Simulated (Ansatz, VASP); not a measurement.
# Hf in VASP and in Ansatz

```
CELL_PARAMETERS angstrom
3.19670 0.00000 0.00000
-1.59835 2.76842 0.00000
0.00000 0.00000 5.05780
ATOMIC_POSITIONS crystal
Hf 0.66667 0.33333 0.75000
Hf 0.33333 0.66667 0.25000
```

Alike in both runs: task single point; functional PBE0; k mesh 5 × 5 × 3; occupations fermi-dirac, width 0.05 eV; no spin polarisation.

|  | VASP | Ansatz |
| --- | --- | --- |
| version | VASP 6.6.1 | Ansatz 0.2.0 |
| potentials or method | VASP PAW PBE potentials, release 64 (Hf_pv) | Ansatz PAW |
| plane-wave cutoff (eV) | 520 | 420 |
| valence electrons in the cell | 20 | 52 |

|  | VASP | Ansatz | Ansatz less VASP |
| --- | --- | --- | --- |
| gap on the k mesh at the Fermi level (eV) | none | none | - |
| pressure (GPa) | -1.3 | 0.9 | +2.15 |
| traceless stress, the component that is largest in VASP (GPa) | -0.75 | -0.72 | +0.024 |

A gap of «none» marks a metal or a gap that the smearing closes. With one functional, cell and mesh, what is left measures potentials, basis and numerics. VASP's potentials hold 20 valence electrons a cell and Ansatz's 52, so a difference there can come from the potentials and not from the codes.

The k mesh is coarse, so the values compare programs but aren't converged. Spin-orbit coupling is off throughout.
